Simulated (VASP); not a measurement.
# RbBr (Fm-3m) in VASP: settings compared

The runs below take RbBr through single point, with PBE, LDA, PBEsol.

Program: VASP 6.6.1. These are calculated values, not measurements. Logs are shortened: lines on timing, memory, paths and dates and some standing lists are left out, and cuts for length are marked.

## (1) The cell of the first run

The structure is cubic, space group Fm-3m (No. 225). The conventional cell has a = 6.922 Å, b = 6.922 Å, c = 6.922 Å, α = 90.00°, β = 90.00°, γ = 90.00°. Rb (site symmetry m-3m) has 6 Br at 3.46 Å within 4.5 Å. Br (site symmetry m-3m) has 6 Rb at 3.46 Å within 4.5 Å.

## (2) Single point, PBE

Input file INCAR:

```
SYSTEM = RbBr
ALGO = Normal ; EDIFF = 1E-7
ENCUT = 520 ; GGA = PE
ISIF = 2 ; ISMEAR = 0
LASPH = .TRUE. ; LCHARG = .FALSE.
LREAL = .FALSE. ; LWAVE = .FALSE.
NBANDS = 15 ; NELM = 100
PREC = Accurate ; SIGMA = 0.01
```

Input file KPOINTS:

```
k-points
0
G
  4 4 4
  0 0 0
```

Input file POSCAR:

```
RbBr
1.0
    0.0000000000      3.4608318259      3.4608318259
    3.4608318259      0.0000000000      3.4608318259
    3.4608318259      3.4608318259      0.0000000000
Rb Br
1 1
Direct
    0.0000000000      0.0000000000      0.0000000000
    0.5000000000      0.5000000000      0.5000000000
```

Potentials or basis: VASP PAW PBE potentials, release 64 (Rb_sv, Br).

Command:

```
cat potpaw_PBE.64/Rb_sv/POTCAR potpaw_PBE.64/Br/POTCAR > POTCAR
mpirun -np 1 vasp_std > vasp.out
```

OUTCAR:

```text
SYSTEM = RbBr
   EDIFF = 1E-7
   ENCUT = 520
   GGA = PE
   ISIF = 2
   ISMEAR = 0
   LASPH = .TRUE.
   LREAL = .FALSE.
   NELM = 100
   PREC = Accurate

 ion  position               nearest neighbor table
   1  0.000  0.000  0.000-   2 3.46   2 3.46   2 3.46   2 3.46   2 3.46   2 3.46
   2  0.500  0.500  0.500-   1 3.46   1 3.46   1 3.46   1 3.46   1 3.46   1 3.46

  LATTYP: Found a face centered cubic cell.
 ALAT       =     6.9216636518

  Lattice vectors:

 A1 = (   0.0000000000,   3.4608318259,   3.4608318259)
 A2 = (   3.4608318259,   0.0000000000,   3.4608318259)
 A3 = (   3.4608318259,   3.4608318259,   0.0000000000)

Analysis of symmetry for initial positions (statically):
=====================================================================
 Subroutine PRICEL returns:
 Original cell was already a primitive cell.

 Routine SETGRP: Setting up the symmetry group for a
 face centered cubic supercell.

 Subroutine GETGRP returns: Found 48 space group operations
 (whereof 48 operations were pure point group operations)
 out of a pool of 48 trial point group operations.

The static configuration has the point symmetry O_h .

Analysis of symmetry for dynamics (positions and initial velocities):
=====================================================================
 Subroutine PRICEL returns:
 Original cell was already a primitive cell.

 Routine SETGRP: Setting up the symmetry group for a
 face centered cubic supercell.

 Subroutine GETGRP returns: Found 48 space group operations
 (whereof 48 operations were pure point group operations)
 out of a pool of 48 trial point group operations.

The dynamic configuration has the point symmetry O_h .

 Subroutine INISYM returns: Found 48 space group operations
 (whereof 48 operations are pure point group operations),
 and found     1 'primitive' translations

----------------------------------------------------------------------------------------

                                     Primitive cell

  volume of cell :      82.9032

  direct lattice vectors                    reciprocal lattice vectors
     0.000000000  3.460831826  3.460831826    -0.144473937  0.144473937  0.144473937
     3.460831826  0.000000000  3.460831826     0.144473937 -0.144473937  0.144473937
     3.460831826  3.460831826  0.000000000     0.144473937  0.144473937 -0.144473937

  length of vectors
     4.894355305  4.894355305  4.894355305     0.250236200  0.250236200  0.250236200

  position of ions in fractional coordinates (direct lattice)
     0.000000000  0.000000000  0.000000000
     0.500000000  0.500000000  0.500000000

  ion indices of the primitive-cell ions
   primitive index   ion index
                 1           1
                 2           2

----------------------------------------------------------------------------------------

 KPOINTS: k-points

Automatic generation of k-mesh.
 Grid dimensions read from file:
 generate k-points for:    4    4    4

 Generating k-lattice:

  Cartesian coordinates                     Fractional coordinates (reciprocal lattice)
    -0.036118484  0.036118484  0.036118484     0.250000000  0.000000000  0.000000000
     0.036118484 -0.036118484  0.036118484     0.000000000  0.250000000  0.000000000
     0.036118484  0.036118484 -0.036118484     0.000000000  0.000000000  0.250000000

  Length of vectors
     0.062559050  0.062559050  0.062559050

  Shift w.r.t. Gamma in fractional coordinates (k-lattice)
     0.000000000  0.000000000  0.000000000

 Subroutine IBZKPT returns following result:
 ===========================================

 Found      8 irreducible k-points:

 Following reciprocal coordinates:
            Coordinates               Weight
  0.000000  0.000000  0.000000      1.000000
  0.250000  0.000000  0.000000      8.000000
  0.500000  0.000000  0.000000      4.000000
  0.250000  0.250000  0.000000      6.000000
  0.500000  0.250000  0.000000     24.000000
 -0.250000  0.250000  0.000000     12.000000
  0.500000  0.500000  0.000000      3.000000
 -0.250000  0.500000  0.250000      6.000000
   k-points           NKPTS =      8   k-points in BZ     NKDIM =      8   number of bands    NBANDS=     15
   number of dos      NEDOS =    301   number of ions     NIONS =      2
   total plane-waves  NPLWV =  46656
   dimension x,y,z NGX =    36 NGY =   36 NGZ =   36
   dimension x,y,z NGXF=    72 NGYF=   72 NGZF=   72
   ions per type =               1   1
   NGX,Y,Z   is equivalent  to a cutoff of  12.23, 12.23, 12.23 a.u.
   NGXF,Y,Z  is equivalent  to a cutoff of  24.46, 24.46, 24.46 a.u.
 SYSTEM =  RbBr
   PREC   = accura    normal or accurate (medium, high low for compatibility)
   ISTART =      0    job   : 0-new  1-cont  2-samecut
   ICHARG =      2    charge: 1-file 2-atom 10-const
   ISPIN  =      1    spin polarized calculation?
   LNONCOLLINEAR =      F non collinear calculations
   LSORBIT =      F    spin-orbit coupling
   LASPH  =      T    aspherical Exc in radial PAW
   ENCUT  =  520.0 eV  38.22 Ry    6.18 a.u.   9.10  9.10  9.10*2*pi/ulx,y,z
   NELM   =    100;   NELMIN=  2; NELMDL= -5     # of ELM steps
   EDIFF  = 0.1E-06   stopping-criterion for ELM
   LREAL  =      F    real-space projection
   EDIFFG = 0.1E-05   stopping-criterion for IOM
   NSW    =      0    number of steps for IOM
   IBRION =     -1    ionic relax: 0-MD 1-quasi-New 2-CG
   NFREE  =      0    steps in history (QN), initial steepest desc. (CG)
   ISIF   =      2    stress and relaxation
   ISYM   =      2    0-nonsym 1-usesym 2-fastsym
   POTIM  = 0.5000    time-step for ionic-motion
   TEBEG  =    0.0;   TEEND  =   0.0 temperature during run
   PSTRESS=    0.0 pullay stress
   NELECT =      16.0000    total number of electrons
   NUPDOWN=      -1.0000    fix difference up-down
   EMIN   =  10.00;   EMAX   =-10.00  energy-range for DOS
   EFERMI =   0.00;   METHOD = LEGACY
   ISMEAR =     0;   SIGMA  =   0.01  broadening in eV -4-tet -1-fermi 0-gaus
   EFERMI_NEDOS =   21; number of points for ismear=-14 and -15
   IALGO  =     38    algorithm
   IMIX   =      4    mixing-type and parameters
     AMIX     =   0.40;   BMIX     =  1.00
     AMIX_MAG =   1.60;   BMIX_MAG =  1.00
  volume/ion in A,a.u.               =      41.45       279.73
  Fermi-wavevector in a.u.,A,eV,Ry     =   0.946072  1.787817 12.177933  0.895053
  Thomas-Fermi vector in A             =   2.074035
   LORBIT       =      0    0 simple, 1 ext, 2 COOP (PROOUT), +10 PAW based schemes
   GGA     = PE    functional components
   LHFCALC =     F    Hartree Fock is set to
   AEXX    =    0.0000 exact exchange contribution
   IVDW    =     0    specifies the selected vdW correction
   LEPSILON=     F    determine dielectric tensor
   LRPA    =     F    only Hartree local field effects (RPA)
 non-spin polarized calculation
 Gauss-broadening in eV      SIGMA  =   0.01
  energy-cutoff  :      520.00
  volume of cell :       82.90
 maximum number of plane-waves:      2252
   NGX = 19   NGY = 19   NGZ = 19

 number of electron      15.9999997 magnetization

 Free energy of the ion-electron system (eV)
  ---------------------------------------------------
  ext. energy  EPLUGINS =         0.00000000
  ---------------------------------------------------
  free energy    TOTEN  =        -6.10908713 eV

  energy without entropy =       -6.10908713  energy(sigma->0) =       -6.10908713

 E-fermi :  -1.7622     XC(G=0):  -7.1174

 val. band max:       -1.8612322981   @ k =   0.0000   0.0000   0.0000
 cond. band min:       2.4273200833   @ k =   0.0000   0.0000   0.0000
 fundamental gap:      4.2885523814
 Fermi energy:        -1.7621633946

 k-point     1 :       0.0000    0.0000    0.0000
  band No.  band energies     occupation
      1     -26.3383      2.00000
      2     -14.0135      2.00000
      3     -10.4126      2.00000
      4     -10.4126      2.00000
      5     -10.4126      2.00000
      6      -1.8612      2.00000
      7      -1.8612      2.00000
      8      -1.8612      2.00000
      9       2.4273      0.00000
     10       5.4088      0.00000
     11       5.4088      0.00000
     12       5.4088      0.00000
     13       6.2767      0.00000
     14       6.2767      0.00000
     15       9.0619      0.00000

 k-point     2 :       0.2500    0.0000    0.0000
  band No.  band energies     occupation
      1     -26.3343      2.00000
      2     -14.0316      2.00000
      3     -10.4163      2.00000
      4     -10.4163      2.00000
      5     -10.3927      2.00000
      6      -2.3935      2.00000
      7      -2.0330      2.00000
      8      -2.0330      2.00000
      9       3.6633      0.00000
     10       5.2616      0.00000
     11       6.1103      0.00000
     12       6.1103      0.00000
     13       7.1068      0.00000
     14       7.1068      0.00000
     15      10.3653      0.00000

 k-point     3 :       0.5000    0.0000    0.0000
  band No.  band energies     occupation
      1     -26.3303      2.00000
      2     -14.0494      2.00000
      3     -10.4200      2.00000
      4     -10.4200      2.00000
      5     -10.3729      2.00000
      6      -2.8012      2.00000
      7      -2.1913      2.00000
      8      -2.1913      2.00000
      9       4.8764      0.00000
     10       5.7517      0.00000
     11       7.5370      0.00000
     12       7.5370      0.00000
     13       8.2077      0.00000
     14       8.2077      0.00000
     15       8.8287      0.00000

 k-point     4 :       0.2500    0.2500    0.0000
  band No.  band energies     occupation
      1     -26.3330      2.00000
      2     -14.0136      2.00000
      3     -10.4445      2.00000
      4     -10.4445      2.00000
      5     -10.4127      2.00000
      6      -2.4345      2.00000
      7      -1.9577      2.00000
      8      -1.9577      2.00000
      9       3.7578      0.00000
     10       4.3965      0.00000
     11       6.7138      0.00000
     12       6.8364      0.00000
     13       6.8364      0.00000
     14       7.6197      0.00000
     15       9.9190      0.00000

 k-point     5 :       0.5000    0.2500    0.0000
  band No.  band energies     occupation
      1     -26.3291      2.00000
      2     -14.0071      2.00000
      3     -10.4920      2.00000
      4     -10.4486      2.00000
      5     -10.4311      2.00000
      6      -2.4963      2.00000
      7      -2.1958      2.00000
      8      -2.1055      2.00000
      9       4.5826      0.00000
     10       5.3477      0.00000
     11       7.0126      0.00000
     12       7.3487      0.00000
     13       7.7219      0.00000
     14       8.1552      0.00000
     15       8.8676      0.00000

 k-point     6 :      -0.2500    0.2500    0.0000
  band No.  band energies     occupation
      1     -26.3304      2.00000
      2     -14.0253      2.00000
      3     -10.4849      2.00000
      4     -10.4205      2.00000
      5     -10.3889      2.00000
      6      -2.5977      2.00000
      7      -2.1765      2.00000
      8      -2.1032      2.00000
      9       4.7764      0.00000
     10       5.2742      0.00000
     11       6.7293      0.00000
     12       6.8127      0.00000
     13       7.4650      0.00000
     14       8.6687      0.00000
     15       8.9279      0.00000

 k-point     7 :       0.5000    0.5000    0.0000
  band No.  band energies     occupation
      1     -26.3280      2.00000
      2     -13.9635      2.00000
      3     -10.5746      2.00000
      4     -10.4768      2.00000
      5     -10.4768      2.00000
      6      -2.3272      2.00000
      7      -2.0186      2.00000
      8      -2.0186      2.00000
      9       3.7770      0.00000
     10       5.1567      0.00000
     11       7.1918      0.00000
     12       7.2845      0.00000
     13       7.4571      0.00000
     14       8.8535      0.00000
     15       8.8535      0.00000

 k-point     8 :      -0.2500    0.5000    0.2500
  band No.  band energies     occupation
      1     -26.3279      2.00000
      2     -13.9880      2.00000
      3     -10.5256      2.00000
      4     -10.5256      2.00000
      5     -10.3975      2.00000
      6      -2.3256      2.00000
      7      -2.2022      2.00000
      8      -2.2022      2.00000
      9       5.1901      0.00000
     10       5.1901      0.00000
     11       6.2796      0.00000
     12       6.6337      0.00000
     13       8.8930      0.00000
     14       8.9144      0.00000
     15       8.9924      0.00000

------------------------ aborting loop because EDIFF is reached ----------------------------------------

  FORCE on cell =-STRESS in cart. coord.  units (eV):
  Direction    XX          YY          ZZ          XY          YZ          ZX
  --------------------------------------------------------------------------------------
  -------------------------------------------------------------------------------------
  Total        0.2953076      0.2953076      0.2953076      0.0000000      0.0000000     -0.0000000
  in kB        5.7070759      5.7070759      5.7070759      0.0000000      0.0000000     -0.0000000
  external PRESSURE =       5.7070759 kB  Pullay stress =       0.0000000 kB

 VOLUME and BASIS-vectors are now :
 -----------------------------------------------------------------------------
  energy-cutoff  :      520.00
  volume of cell :       82.90
      direct lattice vectors                 reciprocal lattice vectors
     0.000000000  3.460831826  3.460831826    -0.144473937  0.144473937  0.144473937
     3.460831826  0.000000000  3.460831826     0.144473937 -0.144473937  0.144473937
     3.460831826  3.460831826  0.000000000     0.144473937  0.144473937 -0.144473937

 POSITION                                       TOTAL-FORCE (eV/Angst)
 -----------------------------------------------------------------------------------
      0.00000      0.00000      0.00000         0.000000      0.000000     -0.000000
      3.46083      3.46083      3.46083         0.000000      0.000000      0.000000
 -----------------------------------------------------------------------------------
    total drift:                                0.000000      0.000000      0.000000

  FREE ENERGIE OF THE ION-ELECTRON SYSTEM (eV)
  ---------------------------------------------------
  free  energy   TOTEN  =        -6.1090871301 eV

  energy  without entropy=       -6.1090871301  energy(sigma->0) =       -6.10908713
```

It took 27 s on 1 thread of AMD EPYC 7R13, shared host; peak memory 0.17 GiB.

What came out:

```yaml
Free_energy: -6.1091 eV
Pressure: 0.6 GPa
Band_gap_on_the_k_mesh: 4.29 eV
```

[end of part 1 of 2]
